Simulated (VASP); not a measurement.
Wanted: the native input for a VASP 6.6.1 run.

```yaml
Task: single point
Functional: PBEsol
Potentials_or_basis: VASP PAW PBE potentials, release 64 (Ir)
Cutoff: 520 eV
k_mesh: 6 × 6 × 6
Occupations: gaussian, width 0.1 eV
Spin: no spin polarisation
Dipole_correction: no
Further_INCAR_settings: ALGO = Normal; EDIFF = 1e-07; NBANDS = 16
```

The structure of Ir lies in POSCAR:

```
Ir
1.0
    0.0000000000      2.7547385723      2.7547385723
    2.7547385723      0.0000000000      2.7547385723
    2.7547385723      2.7547385723      0.0000000000
Ir
2
Direct
    0.0000000000      0.0000000000      0.0000000000
    0.2500000000      0.2500000000      0.2500000000
```

One way to write it, as run:

INCAR

```
SYSTEM = Ir
PREC = Accurate
ENCUT = 520
EDIFF = 1E-7
ISMEAR = 0
SIGMA = 0.1
LREAL = .False.
LASPH = .True.
NELM = 100
ALGO = Normal
ISIF = 2
LWAVE = .False.
LCHARG = .True.
GGA = PS
LELF = .True.
LVHAR = .True.
NBANDS = 16
```

KPOINTS

```
regular mesh
0
Gamma
  6 6 6
  0 0 0
```

Potentials or basis: VASP PAW PBE potentials, release 64 (Ir).

Command:

```sh
$ cat potpaw_PBE.64/Ir/POTCAR > POTCAR
$ mpirun -np 1 vasp_std > vasp.out
```

Results of the run:

```yaml
Pressure: -0.3 GPa
Band_gap_on_the_k_mesh: zero (band 9 reaches 6.34 eV, above the bottom of band 10 at 4.94 eV)
```

Caveat: the PAW data sets were made with another functional, which shifts forces and pressure a little; spin-orbit coupling is left out, which moves the levels of the heavy elements.

It took 13 s on 1 thread of Intel Xeon 6975P-C, with other jobs on the host, peak memory 0.17 GiB.
